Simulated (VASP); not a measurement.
# Pb (P6_3/mmc) in VASP: notebook

Pb is run at these levels: LDA, HF; tasks: relaxation of cell and atoms, single point.

Everything below comes from runs of VASP 6.6.1. Logs are shortened: lines on timing, memory, paths and dates and some standing lists are left out, and cuts for length are marked.

## 1. The cell of the first run

The structure is hexagonal, space group P6_3/mmc (No. 194). Conventional cell: a = 3.480 Å, b = 3.480 Å, c = 5.590 Å, α = 90.00°, β = 90.00°, γ = 120.00°. Pb (site symmetry -6m2) has 12 Pb at 3.44 to 3.48 Å within 4.5 Å.

This isn't the form of Pb at room conditions, which is fcc.

## 2. Relaxation of cell and atoms, LDA

Contents of INCAR:

```
PREC     = Accurate       # precision mode
ENCUT    = 600            # plane-wave cutoff, eV
EDIFF    = 1E-6           # SCF threshold, eV
ISMEAR   = -1             # smearing method
SIGMA    = 0.05           # smearing width, eV
LREAL    = F              # projectors in reciprocal space
LASPH    = T              # aspherical terms in the spheres
NELM     = 100            # most SCF steps
ALGO     = Fast           # electronic algorithm
ISIF     = 3              # what is computed and relaxed
LWAVE    = F              # write WAVECAR
LCHARG   = F              # write CHGCAR
GGA      = CA             # functional
IBRION   = 2              # ionic algorithm
NSW      = 60             # ionic steps
EDIFFG   = -0.01          # ionic threshold
```

Contents of KPOINTS:

```
regular mesh
0
Gamma
  9 9 5
```

Contents of POSCAR:

```
Pb
1.0
    3.4800000000      0.0000000000      0.0000000000
   -1.7400000000      3.0137684052      0.0000000000
    0.0000000000      0.0000000000      5.5900000000
Pb
2
Direct
    0.6666666667      0.3333333333      0.7500000000
    0.3333333333      0.6666666667      0.2500000000
```

Potentials or basis: VASP PAW LDA potentials, release 64 (Pb_d).

The run is started by

```bash
$ cat potpaw_LDA.64/Pb_d/POTCAR > POTCAR
$ mpirun -np 1 vasp_std > vasp.out
```

OUTCAR:

```text
PREC = Accurate
   ENCUT = 600
   EDIFF = 1E-6
   ISMEAR = -1
   LREAL = F
   LASPH = T
   NELM = 100
   ISIF = 3
   GGA = CA
   IBRION = 2
   NSW = 60
   EDIFFG = -0.01

 ion  position               nearest neighbor table
   1  0.667  0.333  0.750-   2 3.44   2 3.44   2 3.44   2 3.44   2 3.44   2 3.44
   2  0.333  0.667  0.250-   1 3.44   1 3.44   1 3.44   1 3.44   1 3.44   1 3.44

  LATTYP: Found a hexagonal cell.
 ALAT       =     3.4800000000
 C/A-ratio  =     1.6063218391

  Lattice vectors:

 A1 = (   3.4800000000,   0.0000000000,   0.0000000000)
 A2 = (  -1.7400000000,   3.0137684052,   0.0000000000)
 A3 = (   0.0000000000,   0.0000000000,   5.5900000000)

Analysis of symmetry for initial positions (statically):
=====================================================================
 Subroutine PRICEL returns:
 Original cell was already a primitive cell.

 Routine SETGRP: Setting up the symmetry group for a
 hexagonal supercell.

 Subroutine GETGRP returns: Found 24 space group operations
 (whereof 12 operations were pure point group operations)
 out of a pool of 24 trial point group operations.

The static configuration has the point symmetry D_3d.
 The point group associated with its full space group is D_6h.

Analysis of symmetry for dynamics (positions and initial velocities):
=====================================================================
 Subroutine PRICEL returns:
 Original cell was already a primitive cell.

 Routine SETGRP: Setting up the symmetry group for a
 hexagonal supercell.

 Subroutine GETGRP returns: Found 24 space group operations
 (whereof 12 operations were pure point group operations)
 out of a pool of 24 trial point group operations.

The dynamic configuration has the point symmetry D_3d.
 The point group associated with its full space group is D_6h.

 Subroutine INISYM returns: Found 24 space group operations
 (whereof 12 operations are pure point group operations),
 and found     1 'primitive' translations

----------------------------------------------------------------------------------------

                                     Primitive cell

  volume of cell :      58.6274

  direct lattice vectors                    reciprocal lattice vectors
     3.480000000  0.000000000  0.000000000     0.287356322  0.165905250  0.000000000
    -1.740000000  3.013768405  0.000000000     0.000000000  0.331810500  0.000000000
     0.000000000  0.000000000  5.590000000     0.000000000  0.000000000  0.178890877

  length of vectors
[... 93 lines left out ...]
   NELECT =      28.0000    total number of electrons
   NUPDOWN=      -1.0000    fix difference up-down
   EMIN   =  10.00;   EMAX   =-10.00  energy-range for DOS
   EFERMI =   0.00;   METHOD = LEGACY
   ISMEAR =    -1;   SIGMA  =   0.05  broadening in eV -4-tet -1-fermi 0-gaus
   EFERMI_NEDOS =   21; number of points for ismear=-14 and -15
   IALGO  =     68    algorithm
   IMIX   =      4    mixing-type and parameters
     AMIX     =   0.40;   BMIX     =  1.00
     AMIX_MAG =   1.60;   BMIX_MAG =  1.00
  volume/ion in A,a.u.               =      29.31       197.82
  Fermi-wavevector in a.u.,A,eV,Ry     =   1.279658  2.418203 22.279870  1.637524
  Thomas-Fermi vector in A             =   2.412131
   LORBIT       =      0    0 simple, 1 ext, 2 COOP (PROOUT), +10 PAW based schemes
   GGA     = CA    functional components
   LHFCALC =     F    Hartree Fock is set to
   AEXX    =    0.0000 exact exchange contribution
   IVDW    =     0    specifies the selected vdW correction
   LEPSILON=     F    determine dielectric tensor
   LRPA    =     F    only Hartree local field effects (RPA)
 conjugate gradient relaxation of ions
 non-spin polarized calculation
 RMM-DIIS sequential band-by-band and
  energy-cutoff  :      600.00
  volume of cell :       58.63
 maximum number of plane-waves:      1971
 NGX is ok and might be reduce to    28
   NGX = 13   NGY = 13   NGZ = 23

--------------------------------------- Ionic step        1  -------------------------------------------

 number of electron      27.9999996 magnetization

 Free energy of the ion-electron system (eV)
  ---------------------------------------------------
  ext. energy  EPLUGINS =         0.00000000
  ---------------------------------------------------
  free energy    TOTEN  =        -8.45953964 eV

  energy without entropy =       -8.44875570  energy(sigma->0) =       -8.45414767

------------------------ aborting loop because EDIFF is reached ----------------------------------------

  FORCE on cell =-STRESS in cart. coord.  units (eV):
  Direction    XX          YY          ZZ          XY          YZ          ZX
  --------------------------------------------------------------------------------------
  -------------------------------------------------------------------------------------
  Total       -0.7006880     -0.7006880      0.6710571     -0.0000000      0.0000000      0.0000000
  in kB      -19.1484806    -19.1484806     18.3387250     -0.0000000      0.0000000      0.0000000
  external PRESSURE =      -6.6527454 kB  Pullay stress =       0.0000000 kB
[... 167 lines left out ...]
--------------------------------------- Ionic step        6  -------------------------------------------

 number of electron      28.0000002 magnetization

 Free energy of the ion-electron system (eV)
  ---------------------------------------------------
  ext. energy  EPLUGINS =         0.00000000
  ---------------------------------------------------
  free energy    TOTEN  =        -8.48975188 eV

  energy without entropy =       -8.47844494  energy(sigma->0) =       -8.48409841

 E-fermi :   7.4167     XC(G=0): -10.6795

 val. band max:        7.3926129932   @ k =   0.2222   0.1111   0.2000
 cond. band min:       7.4230159876   @ k =   0.3333   0.3333   0.2000
 fundamental gap:      0.0304029944
 Fermi energy:         7.4167083153

 k-point     1 :       0.0000    0.0000    0.0000
  band No.  band energies     occupation
      1      -9.5646      2.00000
      2      -9.5448      2.00000
      3      -9.5121      2.00000
      4      -9.5121      2.00000
      5      -9.4912      2.00000
      6      -9.4912      2.00000
[... 481 lines left out ...]
      5      -9.3885      2.00000
      6      -9.3871      2.00000
[... 10 lines left out ...]
     17       9.9800      0.00000
     18       9.9800      0.00000

 [... further k-points ...]

------------------------ aborting loop because EDIFF is reached ----------------------------------------

  FORCE on cell =-STRESS in cart. coord.  units (eV):
  Direction    XX          YY          ZZ          XY          YZ          ZX
  --------------------------------------------------------------------------------------
  -------------------------------------------------------------------------------------
  Total       -0.0118488     -0.0118488      0.0017437      0.0000000      0.0000000      0.0000000
  in kB       -0.3278756     -0.3278756      0.0482520      0.0000000      0.0000000      0.0000000
  external PRESSURE =      -0.2024998 kB  Pullay stress =       0.0000000 kB
[... 17 lines left out ...]
  FREE ENERGIE OF THE ION-ELECTRON SYSTEM (eV)
  ---------------------------------------------------
  free  energy   TOTEN  =        -8.4897518813 eV

  energy  without entropy=       -8.4784449432  energy(sigma->0) =       -8.48409841

 reached required accuracy - stopping structural energy minimisation
```

OSZICAR:

```text
N       E                     dE             d eps       ncg     rms          rms(c)
DAV:   1     0.294859517902E+03    0.29486E+03   -0.15922E+04  1296   0.212E+03
DAV:   2     0.113716713516E+02   -0.28349E+03   -0.28007E+03  1300   0.458E+02
DAV:   3    -0.790557376052E+01   -0.19277E+02   -0.19020E+02  1616   0.149E+02
[... 60 lines left out ...]
RMM:   3    -0.848968817525E+01    0.97481E-03   -0.48037E-03  1296   0.893E-01    0.322E-02
RMM:   4    -0.848972921258E+01   -0.41037E-04   -0.92298E-04  1453   0.370E-01    0.895E-03
RMM:   5    -0.848974823638E+01   -0.19024E-04   -0.23540E-04  1415   0.189E-01    0.119E-02
RMM:   6    -0.848974837579E+01   -0.13941E-06   -0.66630E-05  1367   0.143E-01    0.213E-03
RMM:   7    -0.848975181449E+01   -0.34387E-05   -0.35925E-05  1545   0.616E-02    0.273E-03
RMM:   8    -0.848975188127E+01   -0.66783E-07   -0.37924E-06   992   0.269E-02
   6 F= -.84897519E+01 E0= -.84840984E+01  d E =-.290859E-02
```

CONTCAR:

```text
Pb
   1.00000000000000
     3.3969090029492661    0.0000000000000000    0.0000000000000000
    -1.6984545014746331    2.9418094909261114   -0.0000000000000000
     0.0000000000000000    0.0000000000000000    5.7939614592496600
  Pb
     2
Direct
     0.6666666667000030    0.3333333332999970    0.7500000000000000
     0.3333333332999970    0.6666666667000030    0.2500000000000000

  0.00000000E+00  0.00000000E+00  0.00000000E+00
  0.00000000E+00  0.00000000E+00  0.00000000E+00
```

It took 3.7 min on 1 thread of Intel Xeon 8259CL, shared host; peak memory 0.19 GiB.

Results:

```yaml
Free_energy: -8.4898 eV
Relaxed_volume: 28.95 Å³/atom
Relaxed_cell: a = 3.397 Å, b = 3.397 Å, c = 5.794 Å, α = 90.00°, β = 90.00°, γ = 120.00°
Space_group_after_relaxing_to_0.1_Å: P6_3/mmc (No. 194)
Energy_gained_by_relaxing: 15.1 meV/atom
Ionic_steps: 6
Pressure_after_relaxing: 0.0 GPa
Band_gap_on_the_k_mesh: zero (bands 14 and 15 overlap by 8.32 eV)
```

Step by step:
```csv
step,energy change (eV),largest force (eV/Å),pressure (GPa),volume (Å³)
1,0.0000,0.0000,-0.67,58.63
2,-0.0242,0.0000,0.30,57.58
3,-0.0273,0.0000,0.73,57.11
4,-0.0273,0.0000,0.80,57.04
5,-0.0300,0.0000,-0.22,58.13
6,-0.0302,0.0000,-0.02,57.90
```

Final structure:
```
CELL_PARAMETERS angstrom
3.39691 0.00000 0.00000
-1.69845 2.94181 0.00000
0.00000 0.00000 5.79396
ATOMIC_POSITIONS crystal
Pb 0.66667 0.33333 0.75000
Pb 0.33333 0.66667 0.25000
```

Caveat: spin-orbit coupling is left out, which moves the levels of the heavy elements. Zero-point motion and thermal expansion aren't in these numbers.

## 3. Single point, LDA, non-collinear spin, zero start, spin-orbit coupling

Contents of INCAR:

```
SYSTEM = Pb
PREC     = Accurate       ! precision mode
ENCUT    = 520            ! plane-wave cutoff, eV
EDIFF    = 1E-7           ! SCF threshold, eV
ISMEAR   = -1             ! smearing method
SIGMA    = 0.05           ! smearing width, eV
LREAL    = .False.        ! projectors in reciprocal space
LASPH    = .True.         ! aspherical terms in the spheres
NELM     = 150            ! most SCF steps
ALGO     = Normal         ! electronic algorithm
ISIF     = 2              ! what is computed and relaxed
LWAVE    = .False.        ! write WAVECAR
LCHARG   = .False.        ! write CHGCAR
MAGMOM   = 0 0 0 0 0 0    ! initial moments
LORBIT   = 11             ! projections on sites
LSORBIT  = .True.         ! spin-orbit coupling
GGA_COMPAT= .False.      
LORBMOM  = .True.       
GGA      = CA             ! functional
NBANDS   = 40             ! bands
```

Contents of KPOINTS:

```
regular mesh
0
Gamma
  7 7 4
  0 0 0
```

POSCAR is that of step 2.

Potentials or basis: VASP PAW LDA potentials, release 64 (Pb_d).

The run is started by

```bash
$ cat potpaw_LDA.64/Pb_d/POTCAR > POTCAR
$ mpirun -np 1 vasp_ncl > vasp.out
```

It took 2.7 min on 1 thread of Intel Xeon 8259CL, shared host; peak memory 0.28 GiB.

The run converged. Its results:

- Free energy: -9.6006 eV
- Pressure: -0.7 GPa
- Net moment: 0.00 μB per cell
- Valence electrons inside the program's atomic spheres: Pb 11.99

Stress tensor (GPa, compression positive):
```
-0.38  0.00  0.00
 0.00 -0.38  0.00
 0.00  0.00 -1.18
```

Moments on the atoms (μB; x, y, z):
```
Pb  0.00 0.00 0.00
Pb  0.00 0.00 0.00
```

## 4. Single point, HF

POSCAR is that of step 3.

Contents of INCAR.step1:

```
PREC     = Accurate       # precision mode
ENCUT    = 520            # plane-wave cutoff, eV
EDIFF    = 1E-5           # SCF threshold, eV
ISMEAR   = -1             # smearing method
SIGMA    = 0.05           # smearing width, eV
LREAL    = F              # projectors in reciprocal space
LASPH    = T              # aspherical terms in the spheres
NELM     = 60             # most SCF steps
ALGO     = Normal         # electronic algorithm
ISIF     = 2              # what is computed and relaxed
LWAVE    = T              # write WAVECAR
LCHARG   = F              # write CHGCAR
NBANDS   = 21             # bands
GGA      = PE             # functional
```

Contents of INCAR.step2:

```
PREC     = Accurate       # precision mode
ENCUT    = 520            # plane-wave cutoff, eV
EDIFF    = 1E-6           # SCF threshold, eV
ISMEAR   = -1             # smearing method
SIGMA    = 0.05           # smearing width, eV
LREAL    = F              # projectors in reciprocal space
LASPH    = T              # aspherical terms in the spheres
NELM     = 60             # most SCF steps
ALGO     = Normal         # electronic algorithm
ISIF     = 2              # what is computed and relaxed
LWAVE    = F              # write WAVECAR
LCHARG   = F              # write CHGCAR
GGA      = PE             # functional
LHFCALC  = T              # exact exchange
AEXX     = 1.0            # exact-exchange fraction
ALDAC    = 0.0          
AGGAC    = 0.0          
PRECFOCK = Normal       
NBANDS   = 21             # bands
ISTART   = 1
```

Contents of KPOINTS:

```
Automatic mesh
0
Gamma
  5 5 3
```

Potentials or basis: VASP PAW PBE potentials, release 64 (Pb_d).

The run is started by

```bash
$ cat potpaw_PBE.64/Pb_d/POTCAR > POTCAR
$ cp INCAR.step1 INCAR
$ mpirun -np 1 vasp_std > vasp.out
$ cp INCAR.step2 INCAR
$ mpirun -np 1 vasp_std > vasp.out
```

Run time: 14 min. Hardware: 1 thread of Intel Xeon 6975P-C (Granite Rapids), shared host; peak memory 0.19 GiB.

The run converged. Its results:

```
Free energy            : -12.5310 eV
Pressure               : 8.5 GPa
Band gap on the k mesh : zero (bands 14 and 15 overlap by 11.69 eV)
```

Stress tensor (GPa, compression positive):
```
8.53 0.00 0.00
0.00 8.53 0.00
0.00 0.00 8.38
```

Levels at points of the mesh, in eV from the Fermi level:
```tsv
k point	band 10	band 11	band 12	band 13	band 14	band 15	band 16	band 17	band 18	band 19
(0.00, 0.00, 0.00)	-25.61	-18.75	-12.51	-8.06	9.95	9.95	12.29	12.29	13.24	13.51
```

Caveat: the k points lie up to 0.42 Å⁻¹ apart, too coarse for converged energies and pressures of a metal; the PAW data sets were made with another functional, which shifts forces and pressure a little; spin-orbit coupling is left out, which moves the levels of the heavy elements.

## 5. Summary

| task | level | potentials or basis | spin | cell | k mesh | cutoff (eV) | grid for exact exchange (PRECFOCK) | share of exact exchange | gap on the mesh (eV) | pressure (GPa) |
| --- | --- | --- | --- | --- | --- | --- | --- | --- | --- | --- |
| relaxation of cell and atoms | LDA | VASP PAW LDA potentials, release 64 (Pb_d) | off | relaxed | 9 × 9 × 5 | 600 | - | - | none | 0.0 |
| single point | LDA | VASP PAW LDA potentials, release 64 (Pb_d) | non-collinear, zero start, SOC | as given | 7 × 7 × 4 | 520 | - | - | - | -0.7 |
| single point | HF | VASP PAW PBE potentials, release 64 (Pb_d) | off | as given | 5 × 5 × 3 | 520 | Normal | 1 | none | 8.5 |

Alike in all rows: smearing fermi-dirac 0.05 eV.

Caveats: some runs use coarse meshes; spin-orbit coupling is left out, which moves the levels of the heavy elements (at least some runs); the PAW data sets were made with another functional, which shifts forces and pressure a little (at least some runs).

Total energies depend on the potentials used, so only differences within one code and one set of settings carry meaning.
